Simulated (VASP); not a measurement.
# Os (P6_3/mmc) in VASP: further runs

Runs on Os. Level: r2SCAN. Tasks: single point.

All numbers are computed with VASP 6.6.1; they aren't measurements. Logs are shortened: lines on timing, memory, paths and dates and some standing lists are left out, and cuts for length are marked.

## Step 1: The cell of the first run

The structure is hexagonal, space group P6_3/mmc (No. 194). Conventional cell: a = 2.746 Å, b = 2.746 Å, c = 4.326 Å, α = 90.00°, β = 90.00°, γ = 120.00°. Os (site symmetry -6m2) has 12 Os at 2.68 to 2.75 Å within 3.5 Å.

## Step 2: Single point, r2SCAN

The input, POSCAR:

```
Os
1.0
    2.7461342300      0.0000000000      0.0000000000
   -1.3730671200      2.3782220100      0.0000000000
    0.0000000000      0.0000000000      4.3263142200
Os
2
Direct
    0.3333333300      0.6666666700      0.2500000000
    0.6666666700      0.3333333300      0.7500000000
```

The input, INCAR.step1:

```
SYSTEM = Os
ALGO = Normal
EDIFF = 1E-4
ENCUT = 520
GGA = PE
ISMEAR = 0
LASPH = .True.
LCHARG = .False.
LREAL = .False.
LWAVE = .True.
NBANDS = 15
NELM = 100
PREC = Accurate
SIGMA = 0.1
```

The input, INCAR.step2:

```
SYSTEM = Os
ALGO = Normal
EDIFF = 1E-6
ENCUT = 520
ISIF = 2
ISMEAR = 0
ISTART = 1
LASPH = .True.
LCHARG = .False.
LMIXTAU = .True.
LREAL = .False.
LWAVE = .False.
METAGGA = R2SCAN
NBANDS = 15
NELM = 100
PREC = Accurate
SIGMA = 0.1
```

The input, KPOINTS:

```
k-points
0
Gamma
  9 9 4
  0 0 0
```

Potentials or basis: VASP PAW PBE potentials, release 64 (Os).

On the command line:

```console
cat potpaw_PBE.64/Os/POTCAR > POTCAR
cp INCAR.step1 INCAR
mpirun -np 1 vasp_std > vasp.out
cp INCAR.step2 INCAR
mpirun -np 1 vasp_std > vasp.out
```

OUTCAR:

```text
SYSTEM = Os
   EDIFF = 1E-6
   ENCUT = 520
   ISIF = 2
   ISMEAR = 0
   ISTART = 1
   LASPH = .True.
   LREAL = .False.
   METAGGA = R2SCAN
   NELM = 100
   PREC = Accurate

 ion  position               nearest neighbor table
   1  0.333  0.667  0.250-   2 2.68   2 2.68   2 2.68   2 2.68   2 2.68   2 2.68
   2  0.667  0.333  0.750-   1 2.68   1 2.68   1 2.68   1 2.68   1 2.68   1 2.68

  LATTYP: Found a hexagonal cell.
 ALAT       =     2.7461342300
 C/A-ratio  =     1.5754197929

  Lattice vectors:

 A1 = (   2.7461342300,   0.0000000000,   0.0000000000)
 A2 = (  -1.3730671200,   2.3782220100,   0.0000000000)
 A3 = (   0.0000000000,   0.0000000000,   4.3263142200)

Analysis of symmetry for initial positions (statically):
=====================================================================
 Subroutine PRICEL returns:
 Original cell was already a primitive cell.

 Routine SETGRP: Setting up the symmetry group for a
 hexagonal supercell.

 Subroutine GETGRP returns: Found 24 space group operations
 (whereof 12 operations were pure point group operations)
 out of a pool of 24 trial point group operations.

The static configuration has the point symmetry D_3d.
 The point group associated with its full space group is D_6h.

Analysis of symmetry for dynamics (positions and initial velocities):
=====================================================================
 Subroutine PRICEL returns:
 Original cell was already a primitive cell.

 Routine SETGRP: Setting up the symmetry group for a
 hexagonal supercell.

 Subroutine GETGRP returns: Found 24 space group operations
 (whereof 12 operations were pure point group operations)
 out of a pool of 24 trial point group operations.

The dynamic configuration has the point symmetry D_3d.
 The point group associated with its full space group is D_6h.

 Subroutine INISYM returns: Found 24 space group operations
 (whereof 12 operations are pure point group operations),
 and found     1 'primitive' translations

----------------------------------------------------------------------------------------

                                     Primitive cell

  volume of cell :      28.2548

  direct lattice vectors                    reciprocal lattice vectors
     2.746134230  0.000000000  0.000000000     0.364148259  0.210241096  0.000000000
    -1.373067120  2.378222010  0.000000000     0.000000000  0.420482190  0.000000000
     0.000000000  0.000000000  4.326314220     0.000000000  0.000000000  0.231143636

  length of vectors
     2.746134230  2.746134236  4.326314220     0.420482191  0.420482190  0.231143636

  position of ions in fractional coordinates (direct lattice)
     0.333333330  0.666666670  0.250000000
     0.666666670  0.333333330  0.750000000

  ion indices of the primitive-cell ions
   primitive index   ion index
                 1           1
                 2           2

----------------------------------------------------------------------------------------

 KPOINTS: k-points

Automatic generation of k-mesh.
 Grid dimensions read from file:
 generate k-points for:    9    9    4

 Generating k-lattice:

  Cartesian coordinates                     Fractional coordinates (reciprocal lattice)
     0.040460918  0.023360122  0.000000000     0.111111111 -0.000000000  0.000000000
     0.000000000  0.046720243  0.000000000     0.000000000  0.111111111  0.000000000
     0.000000000  0.000000000  0.057785909     0.000000000  0.000000000  0.250000000

  Length of vectors
     0.046720243  0.046720243  0.057785909

  Shift w.r.t. Gamma in fractional coordinates (k-lattice)
     0.000000000  0.000000000  0.000000000

 Subroutine IBZKPT returns following result:
 ===========================================

 Found     36 irreducible k-points:

 Following reciprocal coordinates:
            Coordinates               Weight
  0.000000  0.000000  0.000000      1.000000
  0.111111  0.000000  0.000000      6.000000
  0.222222  0.000000  0.000000      6.000000
  0.333333  0.000000  0.000000      6.000000
  0.444444  0.000000  0.000000      6.000000
  0.111111  0.111111  0.000000      6.000000
[... 16 lines left out ...]
  0.333333  0.222222  0.250000     24.000000
  0.333333  0.333333  0.250000      4.000000
 [... further k-points ...]
   k-points           NKPTS =     36   k-points in BZ     NKDIM =     36   number of bands    NBANDS=     15
   number of dos      NEDOS =    301   number of ions     NIONS =      2
   total plane-waves  NPLWV =  12800
   dimension x,y,z NGX =    20 NGY =   20 NGZ =   32
   dimension x,y,z NGXF=    40 NGYF=   40 NGZF=   64
   ions per type =               2
   NGX,Y,Z   is equivalent  to a cutoff of  12.11, 12.11, 12.30 a.u.
   NGXF,Y,Z  is equivalent  to a cutoff of  24.22, 24.22, 24.59 a.u.
 SYSTEM =  Os
   PREC   = accura    normal or accurate (medium, high low for compatibility)
   ISTART =      1    job   : 0-new  1-cont  2-samecut
   ICHARG =      0    charge: 1-file 2-atom 10-const
   ISPIN  =      1    spin polarized calculation?
   LNONCOLLINEAR =      F non collinear calculations
   LSORBIT =      F    spin-orbit coupling
   LASPH  =      T    aspherical Exc in radial PAW
   ENCUT  =  520.0 eV  38.22 Ry    6.18 a.u.   5.11  5.11  8.04*2*pi/ulx,y,z
   NELM   =    100;   NELMIN=  2; NELMDL=  0     # of ELM steps
   EDIFF  = 0.1E-05   stopping-criterion for ELM
   LREAL  =      F    real-space projection
   EDIFFG = 0.1E-04   stopping-criterion for IOM
   NSW    =      0    number of steps for IOM
   IBRION =     -1    ionic relax: 0-MD 1-quasi-New 2-CG
   NFREE  =      0    steps in history (QN), initial steepest desc. (CG)
   ISIF   =      2    stress and relaxation
   ISYM   =      2    0-nonsym 1-usesym 2-fastsym
   POTIM  = 0.5000    time-step for ionic-motion
   TEBEG  =    0.0;   TEEND  =   0.0 temperature during run
   PSTRESS=    0.0 pullay stress
   NELECT =      16.0000    total number of electrons
   NUPDOWN=      -1.0000    fix difference up-down
   EMIN   =  10.00;   EMAX   =-10.00  energy-range for DOS
   EFERMI =   0.00;   METHOD = LEGACY
   ISMEAR =     0;   SIGMA  =   0.10  broadening in eV -4-tet -1-fermi 0-gaus
   EFERMI_NEDOS =   21; number of points for ismear=-14 and -15
   IALGO  =     38    algorithm
   IMIX   =      4    mixing-type and parameters
     AMIX     =   0.40;   BMIX     =  1.00
     AMIX_MAG =   1.60;   BMIX_MAG =  1.00
  volume/ion in A,a.u.               =      14.13        95.34
  Fermi-wavevector in a.u.,A,eV,Ry     =   1.354412  2.559467 24.958956  1.834432
  Thomas-Fermi vector in A             =   2.481586
   LORBIT       =      0    0 simple, 1 ext, 2 COOP (PROOUT), +10 PAW based schemes
   METAGGA = R2SCAN    functional components
   LHFCALC =     F    Hartree Fock is set to
   AEXX    =    0.0000 exact exchange contribution
   IVDW    =     0    specifies the selected vdW correction
   LEPSILON=     F    determine dielectric tensor
   LRPA    =     F    only Hartree local field effects (RPA)
 non-spin polarized calculation
 Gauss-broadening in eV      SIGMA  =   0.10
  energy-cutoff  :      520.00
  volume of cell :       28.25
 maximum number of plane-waves:       780
   NGX = 11   NGY = 11   NGZ = 17

 number of electron      15.9999999 magnetization

 Free energy of the ion-electron system (eV)
  ---------------------------------------------------
  ext. energy  EPLUGINS =         0.00000000
  ---------------------------------------------------
  free energy    TOTEN  =      -106.02734961 eV

  energy without entropy =     -106.02507581  energy(sigma->0) =     -106.02621271

 E-fermi :   9.2433     XC(G=0): -15.3314

 val. band max:        9.2413178834   @ k =   0.3333   0.0000   0.2500
 cond. band min:       9.4691298556   @ k =   0.3333   0.1111   0.2500
 fundamental gap:      0.2278119721
 Fermi energy:         9.2432887543

 k-point     1 :       0.0000    0.0000    0.0000
  band No.  band energies     occupation
      1      -2.2310      2.00000
      2       1.0694      2.00000
      3       5.9705      2.00000
      4       5.9705      2.00000
      5       6.2662      2.00000
      6       6.8311      2.00000
      7       6.8311      2.00000
      8       7.4608      2.00000
      9       7.4608      2.00000
     10       9.1511      1.80746
     11      10.8260      0.00000
     12      10.8260      0.00000
     13      18.5846      0.00000
     14      23.8847      0.00000
     15      26.7301      0.00000

 k-point     2 :       0.1111    0.0000    0.0000
  band No.  band energies     occupation
      1      -1.7231      2.00000
      2       1.5055      2.00000
      3       5.2383      2.00000
      4       6.4181      2.00000
      5       6.5182      2.00000
      6       6.7022      2.00000
      7       6.9300      2.00000
      8       7.1259      2.00000
      9       7.2468      2.00000
     10       7.8417      2.00000
     11      11.0512      0.00000
     12      13.0461      0.00000
     13      18.5263      0.00000
     14      24.8641      0.00000
     15      27.3359      0.00000

 k-point     3 :       0.2222    0.0000    0.0000
  band No.  band energies     occupation
      1      -0.3861      2.00000
      2       2.3200      2.00000
      3       4.5838      2.00000
      4       4.8173      2.00000
      5       6.0335      2.00000
      6       6.4434      2.00000
      7       7.2085      2.00000
      8       7.6846      2.00000
      9       8.0094      2.00000
     10       8.4082      2.00000
     11      11.4479      0.00000
     12      16.1083      0.00000
     13      18.2300      0.00000
     14      24.6561      0.00000
     15      26.6585      0.00000

 k-point     4 :       0.3333    0.0000    0.0000
  band No.  band energies     occupation
      1       1.0788      2.00000
      2       2.1904      2.00000
      3       3.3393      2.00000
      4       4.9900      2.00000
      5       5.8247      2.00000
      6       6.3736      2.00000
      7       6.7480      2.00000
      8       9.4692      0.00140
      9       9.7866      0.00000
     10      10.0206      0.00000
     11      11.7316      0.00000
     12      17.9453      0.00000
     13      19.0448      0.00000
     14      20.4760      0.00000
     15      24.1240      0.00000
[... 307 lines left out ...]
 k-point    22 :       0.2222    0.2222    0.2500
  band No.  band energies     occupation
      1       2.1652      2.00000
      2       2.7286      2.00000
      3       3.7542      2.00000
      4       4.1647      2.00000
      5       5.6960      2.00000
      6       5.8620      2.00000
      7       6.4936      2.00000
      8       8.9595      1.99994
      9      10.1249      0.00000
     10      11.3512      0.00000
     11      12.4946      0.00000
     12      15.8609      0.00000
     13      19.4102      0.00000
     14      21.4081      0.00000
     15      24.0484      0.00000

 k-point    23 :       0.3333    0.2222    0.2500
  band No.  band energies     occupation
      1       2.2268      2.00000
      2       3.2606      2.00000
      3       3.4790      2.00000
      4       4.1189      2.00000
      5       5.2931      2.00000
      6       6.2426      2.00000
      7       7.3745      2.00000
      8       9.5262      0.00006
      9      10.3413      0.00000
     10      11.6297      0.00000
     11      14.3345      0.00000
     12      16.0756      0.00000
     13      18.9408      0.00000
     14      19.5257      0.00000
     15      22.3427      0.00000

 k-point    24 :       0.3333    0.3333    0.2500
  band No.  band energies     occupation
      1       2.9223      2.00000
      2       3.2896      2.00000
      3       3.2896      2.00000
      4       4.3651      2.00000
      5       5.5226      2.00000
      6       5.5226      2.00000
      7       7.5550      2.00000
      8       9.4947      0.00038
      9      10.7676      0.00000
     10      10.7676      0.00000
     11      15.6475      0.00000
     12      15.6475      0.00000
     13      18.2523      0.00000
     14      21.7060      0.00000
     15      21.7060      0.00000

 [... further k-points ...]
[... 5 lines left out ...]
  --------------------------------------------------------------------------------------
  -------------------------------------------------------------------------------------
  Total       -0.4989910     -0.4989910     -0.3664415      0.0000000      0.0000000      0.0000000
  in kB      -28.2950878    -28.2950879    -20.7789232      0.0000001      0.0000000      0.0000000
  external PRESSURE =     -25.7896996 kB  Pullay stress =       0.0000000 kB

 VOLUME and BASIS-vectors are now :
 -----------------------------------------------------------------------------
  energy-cutoff  :      520.00
  volume of cell :       28.25
      direct lattice vectors                 reciprocal lattice vectors
     2.746134230  0.000000000  0.000000000     0.364148259  0.210241096  0.000000000
    -1.373067120  2.378222010  0.000000000     0.000000000  0.420482190  0.000000000
     0.000000000  0.000000000  4.326314220     0.000000000  0.000000000  0.231143636

 POSITION                                       TOTAL-FORCE (eV/Angst)
 -----------------------------------------------------------------------------------
     -0.00000      1.58548      1.08158         0.000000     -0.000000      0.000000
      1.37307      0.79274      3.24474        -0.000000      0.000000      0.000000
 -----------------------------------------------------------------------------------
    total drift:                               -0.000000      0.000000     -0.000000

  FREE ENERGIE OF THE ION-ELECTRON SYSTEM (eV)
  ---------------------------------------------------
  free  energy   TOTEN  =      -106.0273496073 eV

  energy  without entropy=     -106.0250758054  energy(sigma->0) =     -106.02621271
```

It took 35 s on 1 thread of Intel Xeon Platinum 8488C (Sapphire Rapids), shared host; peak memory 0.15 GiB.

What came out:

```yaml
Free_energy: -106.0273 eV
Pressure: -2.6 GPa
Band_gap_on_the_k_mesh: zero (band 8 reaches 11.17 eV, above the bottom of band 9 at 7.25 eV)
```

Stress tensor (GPa, compression positive):
```
-2.83  0.00  0.00
 0.00 -2.83  0.00
 0.00  0.00 -2.08
```

Caveat: the k points lie up to 0.36 Å⁻¹ apart; the PAW data sets were made with another functional, which shifts forces and pressure a little; spin-orbit coupling is left out, which moves the levels of the heavy elements.

(Continued in part 2 of 2.)
